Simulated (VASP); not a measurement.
# Ti3Al5 (P4/mmm) in VASP: further runs, part 2 of 3

VASP 6.6.1. The steps go on from the part before.

### 3 Single point, PBEsol (16.11 Å³/atom)

This run uses another cell than the first one, of 16.11 Å³/atom.

The input, INCAR:

```
SYSTEM = Ti3Al5
PREC = Accurate ; ENCUT = 520
EDIFF = 1E-6 ; ISMEAR = 0
SIGMA = 0.1 ; LREAL = .FALSE.
LASPH = .TRUE. ; NELM = 80
ALGO = Fast ; ISIF = 2
LWAVE = .FALSE. ; LCHARG = .TRUE.
GGA = PS ; LELF = .TRUE.
LVHAR = .TRUE. ; NBANDS = 36
```

The input, KPOINTS:

```
regular mesh
0
G
  10 10 4
  0 0 0
```

The input, POSCAR:

```
Ti3Al5
1.0
    3.9215063825      0.0000000000      0.0000000000
    0.0000000000      3.9215063825      0.0000000000
    0.0000000000      0.0000000000      8.3800620530
Ti Al
3 5
Direct
    0.0000000000      0.0000000000      0.5000000000
    0.5000000000      0.5000000000      0.0000000000
    0.5000000000      0.5000000000      0.5000000000
    0.0000000000      0.5000000000      0.2530047153
    0.0000000000      0.5000000000      0.7469952847
    0.5000000000      0.0000000000      0.2530047153
    0.5000000000      0.0000000000      0.7469952847
    0.0000000000      0.0000000000      0.0000000000
```

Potentials or basis: VASP PAW PBE potentials, release 64 (Ti_sv, Al).

Command:

```console
$ cat potpaw_PBE.64/Ti_sv/POTCAR potpaw_PBE.64/Al/POTCAR > POTCAR
$ mpirun -np 1 vasp_std > vasp.out
```

OUTCAR:

```text
SYSTEM = Ti3Al5
   PREC = Accurate
   ENCUT = 520
   EDIFF = 1E-6
   ISMEAR = 0
   LREAL = .FALSE.
   LASPH = .TRUE.
   NELM = 80
   ISIF = 2
   GGA = PS

 ion  position               nearest neighbor table
   1  0.000  0.000  0.500-   3 2.77   3 2.77   3 2.77   3 2.77   7 2.85   4 2.85   4 2.85   5 2.85
                             5 2.85   6 2.85   7 2.85   6 2.85
   2  0.500  0.500  0.000-   8 2.77   8 2.77   8 2.77   8 2.77   4 2.89   6 2.89   7 2.89   5 2.89
                             4 2.89   5 2.89   6 2.89   7 2.89
   3  0.500  0.500  0.500-   1 2.77   1 2.77   1 2.77   1 2.77   7 2.85   4 2.85   6 2.85   7 2.85
                             5 2.85   4 2.85   5 2.85   6 2.85
   4  0.000  0.500  0.253-   6 2.77   6 2.77   6 2.77   6 2.77   3 2.85   3 2.85   1 2.85   1 2.85
                             2 2.89   2 2.89   8 2.89   8 2.89
   5  0.000  0.500  0.747-   7 2.77   7 2.77   7 2.77   7 2.77   3 2.85   3 2.85   1 2.85   1 2.85
                             2 2.89   2 2.89   8 2.89   8 2.89
   6  0.500  0.000  0.253-   4 2.77   4 2.77   4 2.77   4 2.77   3 2.85   1 2.85   1 2.85   3 2.85
                             2 2.89   2 2.89   8 2.89   8 2.89
   7  0.500  0.000  0.747-   5 2.77   5 2.77   5 2.77   5 2.77   3 2.85   1 2.85   1 2.85   3 2.85
                             2 2.89   2 2.89   8 2.89   8 2.89
   8  0.000  0.000  0.000-   2 2.77   2 2.77   2 2.77   2 2.77   7 2.89   4 2.89   4 2.89   5 2.89
                             5 2.89   6 2.89   7 2.89   6 2.89

  LATTYP: Found a simple tetragonal cell.
 ALAT       =     3.9215063825
 C/A-ratio  =     2.1369497422

  Lattice vectors:

 A1 = (   3.9215063825,   0.0000000000,   0.0000000000)
 A2 = (   0.0000000000,   3.9215063825,   0.0000000000)
 A3 = (   0.0000000000,   0.0000000000,   8.3800620530)

Analysis of symmetry for initial positions (statically):
=====================================================================
 Subroutine PRICEL returns:
 Original cell was already a primitive cell.

 Routine SETGRP: Setting up the symmetry group for a
 simple tetragonal supercell.

 Subroutine GETGRP returns: Found 16 space group operations
 (whereof 16 operations were pure point group operations)
 out of a pool of 16 trial point group operations.

The static configuration has the point symmetry D_4h.

Analysis of symmetry for dynamics (positions and initial velocities):
=====================================================================
 Subroutine PRICEL returns:
 Original cell was already a primitive cell.

 Routine SETGRP: Setting up the symmetry group for a
 simple tetragonal supercell.

 Subroutine GETGRP returns: Found 16 space group operations
 (whereof 16 operations were pure point group operations)
 out of a pool of 16 trial point group operations.

The dynamic configuration has the point symmetry D_4h.

 Subroutine INISYM returns: Found 16 space group operations
 (whereof 16 operations are pure point group operations),
 and found     1 'primitive' translations

----------------------------------------------------------------------------------------

                                     Primitive cell

  volume of cell :     128.8704

  direct lattice vectors                    reciprocal lattice vectors
     3.921506383  0.000000000  0.000000000     0.255004048  0.000000000  0.000000000
     0.000000000  3.921506383  0.000000000     0.000000000  0.255004048  0.000000000
[... 80 lines left out ...]
   number of dos      NEDOS =    301   number of ions     NIONS =      8
   total plane-waves  NPLWV =  57600
   dimension x,y,z NGX =    30 NGY =   30 NGZ =   64
   dimension x,y,z NGXF=    60 NGYF=   60 NGZF=  128
   ions per type =               3   5
   NGX,Y,Z   is equivalent  to a cutoff of  12.72, 12.72, 12.70 a.u.
   NGXF,Y,Z  is equivalent  to a cutoff of  25.44, 25.44, 25.39 a.u.
 SYSTEM =  Ti3Al5
   PREC   = accura    normal or accurate (medium, high low for compatibility)
   ISTART =      0    job   : 0-new  1-cont  2-samecut
   ICHARG =      2    charge: 1-file 2-atom 10-const
   ISPIN  =      1    spin polarized calculation?
   LNONCOLLINEAR =      F non collinear calculations
   LSORBIT =      F    spin-orbit coupling
   LASPH  =      T    aspherical Exc in radial PAW
   ENCUT  =  520.0 eV  38.22 Ry    6.18 a.u.   7.29  7.29 15.58*2*pi/ulx,y,z
   NELM   =     80;   NELMIN=  2; NELMDL= -5     # of ELM steps
   EDIFF  = 0.1E-05   stopping-criterion for ELM
   LREAL  =      F    real-space projection
   EDIFFG = 0.1E-04   stopping-criterion for IOM
   NSW    =      0    number of steps for IOM
   IBRION =     -1    ionic relax: 0-MD 1-quasi-New 2-CG
   NFREE  =      0    steps in history (QN), initial steepest desc. (CG)
   ISIF   =      2    stress and relaxation
   ISYM   =      2    0-nonsym 1-usesym 2-fastsym
   POTIM  = 0.5000    time-step for ionic-motion
   TEBEG  =    0.0;   TEEND  =   0.0 temperature during run
   PSTRESS=    0.0 pullay stress
   NELECT =      51.0000    total number of electrons
   NUPDOWN=      -1.0000    fix difference up-down
   EMIN   =  10.00;   EMAX   =-10.00  energy-range for DOS
   EFERMI =   0.00;   METHOD = LEGACY
   ISMEAR =     0;   SIGMA  =   0.10  broadening in eV -4-tet -1-fermi 0-gaus
   EFERMI_NEDOS =   21; number of points for ismear=-14 and -15
   IALGO  =     68    algorithm
   IMIX   =      4    mixing-type and parameters
     AMIX     =   0.40;   BMIX     =  1.00
     AMIX_MAG =   1.60;   BMIX_MAG =  1.00
  volume/ion in A,a.u.               =      16.11       108.71
  Fermi-wavevector in a.u.,A,eV,Ry     =   1.201934  2.271325 19.655585  1.444645
  Thomas-Fermi vector in A             =   2.337729
   LORBIT       =      0    0 simple, 1 ext, 2 COOP (PROOUT), +10 PAW based schemes
   GGA     = PS    functional components
   LHFCALC =     F    Hartree Fock is set to
   AEXX    =    0.0000 exact exchange contribution
   IVDW    =     0    specifies the selected vdW correction
   LEPSILON=     F    determine dielectric tensor
   LRPA    =     F    only Hartree local field effects (RPA)
 non-spin polarized calculation
 RMM-DIIS sequential band-by-band and
 Gauss-broadening in eV      SIGMA  =   0.10
  energy-cutoff  :      520.00
  volume of cell :      128.87
 maximum number of plane-waves:      3511
 NGX is ok and might be reduce to    30
   NGX = 15   NGY = 15   NGZ = 31

 number of electron      50.9999985 magnetization

 Free energy of the ion-electron system (eV)
  ---------------------------------------------------
  ext. energy  EPLUGINS =         0.00000000
  ---------------------------------------------------
  free energy    TOTEN  =       -48.67984645 eV

  energy without entropy =      -48.65265285  energy(sigma->0) =      -48.66624965

 E-fermi :   8.2398     XC(G=0): -10.9615

 val. band max:        8.2343058737   @ k =   0.2000   0.2000   0.5000
 cond. band min:       8.2422494559   @ k =   0.4000   0.0000   0.0000
 fundamental gap:      0.0079435822
 Fermi energy:         8.2397575653

 k-point     1 :       0.0000    0.0000    0.0000
  band No.  band energies     occupation
      1     -48.3044      2.00000
      2     -48.1494      2.00000
      3     -47.8213      2.00000
      4     -24.6931      2.00000
      5     -24.6931      2.00000
      6     -24.6891      2.00000
[... 925 lines left out ...]
     35      11.3195      0.00000
     36      11.4443      0.00000

 [... further k-points ...]

------------------------ aborting loop because EDIFF is reached ----------------------------------------

  FORCE on cell =-STRESS in cart. coord.  units (eV):
  Direction    XX          YY          ZZ          XY          YZ          ZX
  --------------------------------------------------------------------------------------
  -------------------------------------------------------------------------------------
  Total       -2.5420486     -2.5420486     -2.5401344      0.0000000      0.0000000      0.0000000
  in kB      -31.6039488    -31.6039488    -31.5801497      0.0000000      0.0000000      0.0000000
  external PRESSURE =     -31.5960158 kB  Pullay stress =       0.0000000 kB

 VOLUME and BASIS-vectors are now :
 -----------------------------------------------------------------------------
  energy-cutoff  :      520.00
  volume of cell :      128.87
      direct lattice vectors                 reciprocal lattice vectors
     3.921506383  0.000000000  0.000000000     0.255004048  0.000000000  0.000000000
     0.000000000  3.921506383  0.000000000     0.000000000  0.255004048  0.000000000
     0.000000000  0.000000000  8.380062053     0.000000000  0.000000000  0.119330859

 POSITION                                       TOTAL-FORCE (eV/Angst)
 -----------------------------------------------------------------------------------
      0.00000      0.00000      4.19003         0.000000     -0.000000      0.000000
      1.96075      1.96075      0.00000         0.000000     -0.000000      0.000000
      1.96075      1.96075      4.19003         0.000000     -0.000000      0.000000
      0.00000      1.96075      2.12020         0.000000      0.000000     -0.001412
      0.00000      1.96075      6.25987         0.000000      0.000000      0.001412
      1.96075      0.00000      2.12020         0.000000     -0.000000     -0.001412
      1.96075      0.00000      6.25987        -0.000000      0.000000      0.001412
      0.00000      0.00000      0.00000         0.000000     -0.000000      0.000000
 -----------------------------------------------------------------------------------
    total drift:                                0.000000      0.000000      0.000000

  FREE ENERGIE OF THE ION-ELECTRON SYSTEM (eV)
  ---------------------------------------------------
  free  energy   TOTEN  =       -48.6798464510 eV

  energy  without entropy=      -48.6526528526  energy(sigma->0) =      -48.66624965
```

Wall time 7.2 min (1 thread of Intel Xeon 6975P-C (Granite Rapids), shared host); peak memory 0.38 GiB.

Results:

```
Free energy            : -48.6798 eV
Pressure               : -3.2 GPa
Band gap on the k mesh : zero (an odd number of electrons rules out a gap without spin polarisation)
```

Caveat: the cell stands under tension; the PAW data sets were made with another functional, which shifts forces and pressure a little.

### 4 Single point, PBEsol (16.58 Å³/atom)

This run uses another cell than the first one, of 16.58 Å³/atom.

The input, INCAR:

```
PREC     = Accurate       # precision mode
ENCUT    = 520            # plane-wave cutoff, eV
EDIFF    = 1E-6           # SCF threshold, eV
ISMEAR   = 0              # smearing method
SIGMA    = 0.1            # smearing width, eV
LREAL    = False          # projectors in reciprocal space
LASPH    = True           # aspherical terms in the spheres
NELM     = 80             # most SCF steps
ALGO     = Fast           # electronic algorithm
ISIF     = 2              # what is computed and relaxed
LWAVE    = False          # write WAVECAR
LCHARG   = False          # write CHGCAR
GGA      = PS             # functional
NBANDS   = 36             # bands
```

The input, KPOINTS:

```
regular mesh
0
Gamma
  10 10 4
```

The input, POSCAR:

```
Ti3Al5
1.0
    3.9589602266      0.0000000000      0.0000000000
    0.0000000000      3.9589602266      0.0000000000
    0.0000000000      0.0000000000      8.4617355827
Ti Al
3 5
Direct
    0.0000000000      0.0000000000      0.5000000000
    0.5000000000      0.5000000000      0.0000000000
    0.5000000000      0.5000000000      0.5000000000
    0.0000000000      0.5000000000      0.2536677645
    0.0000000000      0.5000000000      0.7463322355
    0.5000000000      0.0000000000      0.2536677645
    0.5000000000      0.0000000000      0.7463322355
    0.0000000000      0.0000000000      0.0000000000
```

Command:

```console
$ cat potpaw_PBE.64/Ti_sv/POTCAR potpaw_PBE.64/Al/POTCAR > POTCAR
$ mpirun -np 1 vasp_std > vasp.out
```

Wall time 8.5 min (1 thread of Intel Xeon 6975P-C (Granite Rapids), shared host); peak memory 0.38 GiB.

Results (log left out):

- Free energy: -48.5734 eV
- Pressure: -5.9 GPa
- Band gap on the k mesh: zero (an odd number of electrons rules out a gap without spin polarisation)

Levels at points of the mesh, in eV from the Fermi level:
```csv
k point,band 23,band 24,band 25,band 26,band 27,band 28
"(0.00, 0.00, 0.00)",-0.92,-0.75,-0.14,0.20,0.20,0.64
"(0.50, 0.00, 0.00)",-0.45,-0.42,0.06,0.25,0.37,0.76
"(0.50, 0.50, 0.00)",-1.95,-1.39,-1.39,-0.82,-0.13,0.84
"(0.00, 0.00, 0.50)",-0.75,-0.40,-0.10,0.41,0.63,0.64
"(0.50, 0.00, 0.50)",-0.21,-0.12,-0.03,0.19,0.39,0.52
"(0.50, 0.50, 0.50)",-1.08,-1.06,-1.06,-0.76,-0.47,1.28
```

Caveat: the cell stands under tension; the PAW data sets were made with another functional, which shifts forces and pressure a little.

[end of part 2 of 3]
